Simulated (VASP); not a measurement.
Here is a VASP 6.6.1 calculation.

INCAR

```
PREC = Accurate ; ENCUT = 520
EDIFF = 1E-6 ; ISMEAR = -1
SIGMA = 0.1 ; LREAL = F
LASPH = T ; NELM = 100
ALGO = Normal ; ISIF = 2
LWAVE = F ; LCHARG = T
GGA = PE ; LELF = T
LVHAR = T ; NBANDS = 20
```

Contents of KPOINTS:

```
regular mesh
0
Gamma
  17 17 17
```

POSCAR

```
Tl
1.0
   -2.3466478630      2.3466478630      1.2540692137
    2.3466478630     -2.3466478630      1.2540692137
    2.3466478630      2.3466478630     -1.2540692137
Tl
2
Direct
   -0.3750000000     -0.1250000000     -0.2500000000
    0.3750000000      0.1250000000      0.2500000000
```

Potentials or basis: VASP PAW PBE potentials, release 64 (Tl_d).

Launch:

```sh
$ cat potpaw_PBE.64/Tl_d/POTCAR > POTCAR
$ mpirun -np 1 vasp_std > vasp.out
```

(1) Estimate the pressure.

(2) Estimate the band gap on the k mesh.

## Answers

(1) 230.6 GPa.

(2) zero (bands 13 and 14 overlap by 10.60 eV).

Caveat: the cell stands under pressure; spin-orbit coupling is left out, which moves the levels of the heavy elements.
